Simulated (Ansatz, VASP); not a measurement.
Two plane-wave programs on MgO

Contents of INCAR:

```
SYSTEM = MgO
  ALGO = Normal
  EDIFF = 1E-6
  ENCUT = 520
  GGA = PE
  ISIF = 2
  ISMEAR = 0
  LASPH = .TRUE.
  LCHARG = .FALSE.
  LREAL = .FALSE.
  LWAVE = .FALSE.
  NBANDS = 16
  NELM = 60
  PREC = Accurate
  SIGMA = 0.01
```

The input KPOINTS:

```
k-points
0
G
  6 6 6
  0 0 0
```

POSCAR

```
MgO
1.0
    3.5207217159      0.0000000000      0.0000000000
   -1.7603608580      3.0490344456      0.0000000000
    0.0000000000      0.0000000000      4.2382702817
Mg O
2 2
Direct
    0.6666666667      0.3333333333      0.7500000000
    0.3333333333      0.6666666667      0.2500000000
    0.6666666667      0.3333333333      0.2500000000
    0.3333333333      0.6666666667      0.7500000000
```

Input for Ansatz:

```yaml
crystal:
  lattice:
    - [3.5207217159, 0.0, 0.0]
    - [-1.760360858, 3.0490344456, 0.0]
    - [0.0, 0.0, 4.2382702817]
  atoms:
    - { symbol: Mg, position: [0.6666666667, 0.3333333333, 0.75] }
    - { symbol: Mg, position: [0.3333333333, 0.6666666667, 0.25] }
    - { symbol: O, position: [0.6666666667, 0.3333333333, 0.25] }
    - { symbol: O, position: [0.3333333333, 0.6666666667, 0.75] }
basis:
  ecutwfc: 420
kpoints:
  mp_grid: { grid: [6, 6, 6] }
hamiltonian:
  xc: pbe
scf:
  occupations: { method: gaussian, width: 0.01 }
  n_extra_bands: 16
output:
  eigenvalues: true
  optics: { e_range: [0, 14], sigma: 0.1, nscf_kmesh: { grid: [12, 12, 10] } }
checkpoint:
  read: start.run
  write: ck
  compress: false
  write_wavefunctions: false
  write_every: 100000
```

Alike in both runs: task single point; functional PBE; k mesh 6 × 6 × 6; occupations gaussian, width 0.01 eV; no spin polarisation.

|  | VASP | Ansatz |
| --- | --- | --- |
| version | VASP 6.6.1 | Ansatz 0.2.0 |
| potentials or method | VASP PAW PBE potentials, release 64 (Mg, O), cutoff 520 eV | scalar-relativistic, plane waves, PAW |
| valence electrons in the cell | 16 | 32 |

```csv
,VASP,Ansatz,Ansatz less VASP
gap on the k mesh at the Fermi level (eV),3.26,3.28,+0.017
least direct gap on the mesh (eV),3.26,3.28,+0.017
```

VASP's potentials hold 16 valence electrons a cell and Ansatz's 32, so a difference there can come from the potentials and not from the codes.
